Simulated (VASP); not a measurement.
Set up this calculation in VASP 6.6.1, as the native input.

```
Task                   : single point
Functional             : PBE
Potentials or basis    : VASP PAW PBE potentials, release 64 (Au)
Cutoff                 : 520 eV
k mesh                 : 8 × 8 × 8
Occupations            : gaussian, width 0.1 eV
Spin                   : no spin polarisation
Dipole correction      : no
Further INCAR settings : ALGO = Fast; EDIFF = 1e-07; NBANDS = 12
```

The structure of Au lies in POSCAR:

```
Au
1.0
    0.0000000000      2.0830626656      2.0830626656
    2.0830626656      0.0000000000      2.0830626656
    2.0830626656      2.0830626656      0.0000000000
Au
1
Direct
    0.0000000000      0.0000000000      0.0000000000
```

These files were run (other wordings do the same):

INCAR

```
PREC = Accurate
ENCUT = 520
EDIFF = 1E-7
ISMEAR = 0
SIGMA = 0.1
LREAL = F
LASPH = T
NELM = 100
ALGO = Fast
ISIF = 2
LWAVE = F
LCHARG = F
GGA = PE
NBANDS = 12
```

KPOINTS

```
regular mesh
0
Gamma
  8 8 8
```

Potentials or basis: VASP PAW PBE potentials, release 64 (Au).

Command:

```bash
$ cat potpaw_PBE.64/Au/POTCAR > POTCAR
$ mpirun -np 1 vasp_std > vasp.out
```

Results of the run:

The pressure is -0.3 GPa.

Wall time 4.2 s on 1 thread of Intel(R) Xeon(R) Platinum 8559C (Emerald Rapids), with other jobs on the host, peak memory 0.14 GiB.
